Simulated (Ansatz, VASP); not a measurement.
# SiO2: VASP beside Ansatz

File INCAR:

```
SYSTEM = SiO2
PREC = Accurate ; ENCUT = 520
EDIFF = 1E-6 ; ISMEAR = 0
SIGMA = 0.05 ; LREAL = .FALSE.
LASPH = .TRUE. ; NELM = 60
ALGO = Normal ; ISIF = 2
LWAVE = .FALSE. ; LCHARG = .TRUE.
GGA = PE ; LELF = .TRUE.
LVHAR = .TRUE. ; NBANDS = 25
```

Contents of KPOINTS:

```
regular mesh
0
G
  6 6 8
  0 0 0
```

File POSCAR:

```
SiO2
1.0
    4.2358788266      0.0000000000      0.0000000000
    0.0000000000      4.2358788266      0.0000000000
    0.0000000000      0.0000000000      2.6897743046
Si O
2 4
Direct
    0.5000000000      0.5000000000      0.5000000000
    0.0000000000      0.0000000000      0.0000000000
    0.6464385634      0.7395870220      0.0000000000
    0.1464385634      0.7604129780      0.5000000000
    0.3535614366      0.2604129780      0.0000000000
    0.8535614366      0.2395870220      0.5000000000
```

Input for Ansatz:

```yaml
crystal:
  lattice:
    - [4.2358788266, 0.0, 0.0]
    - [0.0, 4.2358788266, 0.0]
    - [0.0, 0.0, 2.6897743046]
  atoms:
    - { symbol: Si, position: [0.5, 0.5, 0.5] }
    - { symbol: Si, position: [0.0, 0.0, 0.0] }
    - { symbol: O, position: [0.6464385634, 0.739587022, 0.0] }
    - { symbol: O, position: [0.1464385634, 0.760412978, 0.5] }
    - { symbol: O, position: [0.3535614366, 0.260412978, 0.0] }
    - { symbol: O, position: [0.8535614366, 0.239587022, 0.5] }
basis:
  ecutwfc: 520.0
kpoints:
  mp_grid: { grid: [6, 6, 8] }
hamiltonian:
  xc: pbe
  pseudopotentials: { kind: paw, azcp: { folder: soft_1 } }
scf:
  occupations: { method: gaussian, width: 0.05 }
output:
  forces: true
  stress: true
  eigenvalues: true
```

Change from the starting cell: mode 4 frozen in at -0.279 Å, normal strain along y +0.0000.

Alike in both runs: task single point; functional PBE; k mesh 6 × 6 × 8; occupations gaussian, width 0.05 eV; no spin polarisation.

|  | VASP | Ansatz |
| --- | --- | --- |
| version | VASP 6.6.1 | Ansatz 0.2.0 |
| potentials or method | VASP PAW PBE potentials, release 64 (Si, O), cutoff 520 eV | scalar-relativistic, plane waves, PAW |
| valence electrons in the cell | 32 | 32 |

```tsv
	VASP	Ansatz	Ansatz less VASP
gap on the k mesh at the Fermi level (eV)	5.01	5.04	+0.027
least direct gap on the mesh (eV)	5.01	5.04	+0.027
pressure (GPa)	-4.7	-5.0	-0.30
traceless stress, the component that is largest in VASP (GPa)	-10.67	-10.50	+0.171
rms of the force components (eV/Å)	0.642	0.643	+0.0004
```

Atom by atom the forces differ by 0.010 eV/Å (rms over components).
